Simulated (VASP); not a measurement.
# LuAg3P2 (Imm2) in VASP: single point with PBEsol

Aim: the single point of LuAg3P2 with PBEsol.

All numbers are computed with VASP 6.6.1; they aren't measurements. Logs are shortened: lines on timing, memory, paths and dates and some standing lists are left out, and cuts for length are marked.

**1. The cell of the first run**

It takes space group Imm2 (No. 44, orthorhombic). The conventional cell has a = 5.469 Å, b = 5.563 Å, c = 6.953 Å, α = 90.00°, β = 90.00°, γ = 90.00°. Within 3.8 Å of Lu (site symmetry mm2) lie 6 P at 2.92 to 3.18 Å and 10 Ag at 3.12 to 3.32 Å. Within 3.4 Å of Ag (site symmetry m) lie 4 P at 2.59 to 2.67 Å and 5 Ag at 2.75 to 3.24 Å and 3 Lu at 3.12 to 3.26 Å. Ag (site symmetry mm2) has 6 Ag at 2.79 to 3.24 Å and 6 P at 2.86 to 3.31 Å and 4 Lu at 3.20 to 3.32 Å within 3.7 Å. P (site symmetry m) has 2 P at 2.34 to 3.13 Å and 7 Ag at 2.59 to 3.31 Å and 3 Lu at 2.92 to 3.18 Å within 3.4 Å.

**2. Single point, PBEsol**

File INCAR:

```
PREC     = Accurate       # precision mode
ENCUT    = 520            # plane-wave cutoff, eV
EDIFF    = 1E-6           # SCF threshold, eV
ISMEAR   = -1             # smearing method
SIGMA    = 0.03           # smearing width, eV
LREAL    = F              # projectors in reciprocal space
LASPH    = T              # aspherical terms in the spheres
NELM     = 100            # most SCF steps
ALGO     = Normal         # electronic algorithm
ISIF     = 2              # what is computed and relaxed
LWAVE    = F              # write WAVECAR
LCHARG   = F              # write CHGCAR
GGA      = PS             # functional
NBANDS   = 43             # bands
```

File KPOINTS:

```
regular mesh
0
Gamma
  6 6 6
```

File POSCAR:

```
LuAg3P2
1.0
   -2.7814886977      2.7344685943      3.4765539140
    2.7814886977     -2.7344685943      3.4765539140
    2.7814886977      2.7344685943     -3.4765539140
Lu Ag P
1 3 2
Direct
    0.0272994460      0.0272994460      0.0000000000
    0.6019610480      0.3549279259      0.7529668779
    0.6019610480      0.8489941702      0.2470331221
    0.2561680627      0.7561680627      0.5000000000
    0.6675496878      0.3813051976      0.2862444903
    0.0950607073      0.3813051976      0.7137555097
```

Potentials or basis: VASP PAW PBE potentials, release 64 (Lu, Ag, P).

On the command line:

```console
> cat potpaw_PBE.64/Lu/POTCAR potpaw_PBE.64/Ag/POTCAR potpaw_PBE.64/P/POTCAR > POTCAR
> mpirun -np 1 vasp_std > vasp.out
```

OUTCAR:

```text
PREC = Accurate
   ENCUT = 520
   EDIFF = 1E-6
   ISMEAR = -1
   LREAL = F
   LASPH = T
   NELM = 100
   ISIF = 2
   GGA = PS

 ion  position               nearest neighbor table
   1  0.027  0.027  0.000-   5 2.92   6 2.92   3 3.12   2 3.12   2 3.12   3 3.12   5 3.18   6 3.18
                             6 3.18   5 3.18   4 3.20   4 3.20   3 3.26   2 3.26   4 3.32   4 3.32
   2  0.602  0.355  0.753-   6 2.59   5 2.59   5 2.67   6 2.67   3 2.75   4 2.79   3 2.81   1 3.12
                             1 3.12   4 3.24   4 3.24   1 3.26
   3  0.602  0.849  0.247-   6 2.59   5 2.59   5 2.67   6 2.67   2 2.75   4 2.79   2 2.81   1 3.12
                             1 3.12   4 3.24   4 3.24   1 3.26
   4  0.256  0.756  0.500-   2 2.79   3 2.79   6 2.86   5 2.86   1 3.20   1 3.20   3 3.24   2 3.24
                             2 3.24   3 3.24   1 3.32   1 3.32
   5  0.668  0.381  0.286-   6 2.34   2 2.59   3 2.59   3 2.67   2 2.67   4 2.86   1 2.92   1 3.18
                             1 3.18
   6  0.095  0.381  0.714-   5 2.34   2 2.59   3 2.59   3 2.67   2 2.67   4 2.86   1 2.92   1 3.18
                             1 3.18

  LATTYP: Found a body centered orthorhombic cell.
 ALAT       =     5.4689371886
 B/A-ratio  =     1.0171953350
 C/A-ratio  =     1.2713819136

  Lattice vectors:

 A1 = (   2.7814886977,  -2.7344685943,  -3.4765539140)
 A2 = (  -2.7814886977,   2.7344685943,  -3.4765539140)
 A3 = (   2.7814886977,   2.7344685943,   3.4765539140)

Analysis of symmetry for initial positions (statically):
=====================================================================
 Subroutine PRICEL returns:
 Original cell was already a primitive cell.

 Routine SETGRP: Setting up the symmetry group for a
 body centered orthorhombic supercell.

 Subroutine GETGRP returns: Found  4 space group operations
 (whereof  4 operations were pure point group operations)
 out of a pool of  8 trial point group operations.

The static configuration has the point symmetry C_2v.

Analysis of symmetry for dynamics (positions and initial velocities):
=====================================================================
 Subroutine PRICEL returns:
 Original cell was already a primitive cell.

 Routine SETGRP: Setting up the symmetry group for a
 body centered orthorhombic supercell.

 Subroutine GETGRP returns: Found  4 space group operations
 (whereof  4 operations were pure point group operations)
 out of a pool of  8 trial point group operations.

The dynamic configuration has the point symmetry C_2v.

 Subroutine INISYM returns: Found  4 space group operations
 (whereof  4 operations are pure point group operations),
 and found     1 'primitive' translations

----------------------------------------------------------------------------------------

                                     Primitive cell

  volume of cell :     105.7692

  direct lattice vectors                    reciprocal lattice vectors
    -2.781488698  2.734468594  3.476553914     0.000000000  0.182850884  0.143820580
     2.781488698 -2.734468594  3.476553914     0.179759853  0.000000000  0.143820580
     2.781488698  2.734468594 -3.476553914     0.179759853  0.182850884  0.000000000

  length of vectors
     5.224980860  5.224980860  5.224980860     0.232634488  0.230212867  0.256413827

  position of ions in fractional coordinates (direct lattice)
     0.027299446  0.027299446  0.000000000
     0.601961048  0.354927926  0.752966878
     0.601961048  0.848994170  0.247033122
     0.256168063  0.756168063  0.500000000
     0.667549688  0.381305198  0.286244490
     0.095060707  0.381305198  0.713755510

  ion indices of the primitive-cell ions
   primitive index   ion index
                 1           1
                 2           2
                 3           3
                 4           4
                 5           5
                 6           6

----------------------------------------------------------------------------------------

 KPOINTS: regular mesh

Automatic generation of k-mesh.
 Grid dimensions read from file:
 generate k-points for:    6    6    6

 Generating k-lattice:

  Cartesian coordinates                     Fractional coordinates (reciprocal lattice)
     0.000000000  0.030475147  0.023970097     0.166666667 -0.000000000  0.000000000
     0.029959976  0.000000000  0.023970097     0.000000000  0.166666667  0.000000000
     0.029959976  0.030475147  0.000000000     0.000000000 -0.000000000  0.166666667

  Length of vectors
     0.038772415  0.038368811  0.042735638

  Shift w.r.t. Gamma in fractional coordinates (k-lattice)
     0.000000000  0.000000000  0.000000000

 Subroutine IBZKPT returns following result:
 ===========================================

 Found     46 irreducible k-points:

 Following reciprocal coordinates:
            Coordinates               Weight
  0.000000  0.000000  0.000000      1.000000
  0.166667  0.000000 -0.000000      4.000000
  0.333333  0.000000 -0.000000      4.000000
  0.500000 -0.000000  0.000000      2.000000
  0.000000  0.166667 -0.000000      4.000000
  0.166667  0.166667  0.000000      8.000000
[... 16 lines left out ...]
 -0.166667  0.166667  0.166667      2.000000
  0.166667  0.333333  0.166667      4.000000
 [... further k-points ...]
   k-points           NKPTS =     46   k-points in BZ     NKDIM =     46   number of bands    NBANDS=     43
   number of dos      NEDOS =    301   number of ions     NIONS =      6
   total plane-waves  NPLWV =  64000
   dimension x,y,z NGX =    40 NGY =   40 NGZ =   40
   dimension x,y,z NGXF=    80 NGYF=   80 NGZF=   80
   ions per type =               1   3   2
   NGX,Y,Z   is equivalent  to a cutoff of  12.73, 12.73, 12.73 a.u.
   NGXF,Y,Z  is equivalent  to a cutoff of  25.45, 25.45, 25.45 a.u.
 SYSTEM =  unknown system
   PREC   = accura    normal or accurate (medium, high low for compatibility)
   ISTART =      0    job   : 0-new  1-cont  2-samecut
   ICHARG =      2    charge: 1-file 2-atom 10-const
   ISPIN  =      1    spin polarized calculation?
   LNONCOLLINEAR =      F non collinear calculations
   LSORBIT =      F    spin-orbit coupling
   LASPH  =      T    aspherical Exc in radial PAW
   ENCUT  =  520.0 eV  38.22 Ry    6.18 a.u.   9.72  9.72  9.72*2*pi/ulx,y,z
   NELM   =    100;   NELMIN=  2; NELMDL= -5     # of ELM steps
   EDIFF  = 0.1E-05   stopping-criterion for ELM
   LREAL  =      F    real-space projection
   EDIFFG = 0.1E-04   stopping-criterion for IOM
   NSW    =      0    number of steps for IOM
   IBRION =     -1    ionic relax: 0-MD 1-quasi-New 2-CG
   NFREE  =      0    steps in history (QN), initial steepest desc. (CG)
   ISIF   =      2    stress and relaxation
   ISYM   =      2    0-nonsym 1-usesym 2-fastsym
   POTIM  = 0.5000    time-step for ionic-motion
   TEBEG  =    0.0;   TEEND  =   0.0 temperature during run
   PSTRESS=    0.0 pullay stress
   NELECT =      68.0000    total number of electrons
   NUPDOWN=      -1.0000    fix difference up-down
   EMIN   =  10.00;   EMAX   =-10.00  energy-range for DOS
   EFERMI =   0.00;   METHOD = LEGACY
   ISMEAR =    -1;   SIGMA  =   0.03  broadening in eV -4-tet -1-fermi 0-gaus
   EFERMI_NEDOS =   21; number of points for ismear=-14 and -15
   IALGO  =     38    algorithm
   IMIX   =      4    mixing-type and parameters
     AMIX     =   0.40;   BMIX     =  1.00
     AMIX_MAG =   1.60;   BMIX_MAG =  1.00
  volume/ion in A,a.u.               =      17.63       118.96
  Fermi-wavevector in a.u.,A,eV,Ry     =   1.412943  2.670076 27.162790  1.996409
  Thomas-Fermi vector in A             =   2.534640
   LORBIT       =      0    0 simple, 1 ext, 2 COOP (PROOUT), +10 PAW based schemes
   GGA     = PS    functional components
   LHFCALC =     F    Hartree Fock is set to
   AEXX    =    0.0000 exact exchange contribution
   IVDW    =     0    specifies the selected vdW correction
   LEPSILON=     F    determine dielectric tensor
   LRPA    =     F    only Hartree local field effects (RPA)
 non-spin polarized calculation
  energy-cutoff  :      520.00
  volume of cell :      105.77
 maximum number of plane-waves:      2881
   NGX = 19   NGY = 19   NGZ = 19

 number of electron      68.0000000 magnetization

 Free energy of the ion-electron system (eV)
  ---------------------------------------------------
  ext. energy  EPLUGINS =         0.00000000
  ---------------------------------------------------
  free energy    TOTEN  =       -27.11736009 eV

  energy without entropy =      -27.11143046  energy(sigma->0) =      -27.11439528

 E-fermi :   8.0149     XC(G=0): -11.8961

 val. band max:        7.9663609973   @ k =   0.0000   0.3333  -0.0000
 cond. band min:       8.0327444255   @ k =   0.3333   0.3333  -0.0000
 fundamental gap:      0.0663834283
 Fermi energy:         8.0149091430

 k-point     1 :       0.0000    0.0000    0.0000
  band No.  band energies     occupation
      1     -49.0567      2.00000
      2     -19.7614      2.00000
      3     -19.7127      2.00000
      4     -19.6805      2.00000
      5      -5.5904      2.00000
      6      -2.0374      2.00000
[... 35 lines left out ...]
     42      12.3538      0.00000
     43      12.8864      0.00000

 k-point     2 :       0.1667    0.0000   -0.0000
  band No.  band energies     occupation
      1     -49.0567      2.00000
      2     -19.7615      2.00000
      3     -19.7134      2.00000
      4     -19.6814      2.00000
      5      -5.4417      2.00000
      6      -2.2380      2.00000
[... 35 lines left out ...]
     42      12.1607      0.00000
     43      12.6263      0.00000

 k-point     3 :       0.3333    0.0000   -0.0000
  band No.  band energies     occupation
      1     -49.0567      2.00000
      2     -19.7618      2.00000
      3     -19.7149      2.00000
      4     -19.6831      2.00000
      5      -5.0770      2.00000
      6      -2.6990      2.00000
[... 919 lines left out ...]
      6      -1.9231      2.00000
[... 35 lines left out ...]
     42      12.8394      0.00000
     43      12.9185      0.00000

 k-point    24 :       0.1667    0.3333    0.1667
  band No.  band energies     occupation
      1     -49.0566      2.00000
      2     -19.7649      2.00000
      3     -19.7150      2.00000
      4     -19.6834      2.00000
      5      -4.8405      2.00000
      6      -2.6792      2.00000
[... 35 lines left out ...]
     42      12.2061      0.00000
     43      12.9183      0.00000

 [... further k-points ...]
[... 5 lines left out ...]
  --------------------------------------------------------------------------------------
  -------------------------------------------------------------------------------------
  Total       -0.0421774     -0.0140292     -0.0334428      0.0000000      0.0000000      0.0000000
  in kB       -0.6388970     -0.2125120     -0.5065870      0.0000000      0.0000000      0.0000000
  external PRESSURE =      -0.4526653 kB  Pullay stress =       0.0000000 kB

 VOLUME and BASIS-vectors are now :
 -----------------------------------------------------------------------------
  energy-cutoff  :      520.00
  volume of cell :      105.77
      direct lattice vectors                 reciprocal lattice vectors
    -2.781488698  2.734468594  3.476553914     0.000000000  0.182850884  0.143820580
     2.781488698 -2.734468594  3.476553914     0.179759853  0.000000000  0.143820580
     2.781488698  2.734468594 -3.476553914     0.179759853  0.182850884  0.000000000

 POSITION                                       TOTAL-FORCE (eV/Angst)
 -----------------------------------------------------------------------------------
      0.00000      0.00000      0.18982         0.000000     -0.000000     -0.007348
      1.40725      2.73447      0.70895        -0.002746     -0.000000     -0.000762
      1.37424     -0.00000      4.18550         0.002746     -0.000000     -0.000762
      2.78149      0.00000      1.78116        -0.000000     -0.000000      0.007077
      0.00000      1.56545      2.65126        -0.000000      0.018262      0.000898
      2.78149      1.16902     -0.82530         0.000000     -0.018262      0.000898
 -----------------------------------------------------------------------------------
    total drift:                               -0.000003     -0.000002      0.000384

  FREE ENERGIE OF THE ION-ELECTRON SYSTEM (eV)
  ---------------------------------------------------
  free  energy   TOTEN  =       -27.1173600947 eV

  energy  without entropy=      -27.1114304589  energy(sigma->0) =      -27.11439528
```

Wall time 5 min (1 thread of Intel Xeon Platinum 8375C at 2.90GHz (Ice Lake), shared host); peak memory 0.38 GiB.

Results:

```
Free energy            : -27.1174 eV
Pressure               : 0.0 GPa
Largest force          : 0.018 eV/Å
Band gap on the k mesh : zero (bands 34 and 35 overlap by 0.64 eV)
```

Forces in eV/Å, atoms in the order of the input:
```
Lu   0.000  0.000 -0.007
Ag  -0.003  0.000 -0.001
Ag   0.003  0.000 -0.001
Ag   0.000  0.000  0.007
P    0.000  0.018  0.001
P    0.000 -0.018  0.001
```

Caveat: the PAW data sets were made with another functional, which shifts forces and pressure a little; spin-orbit coupling is left out, which moves the levels of the heavy elements.
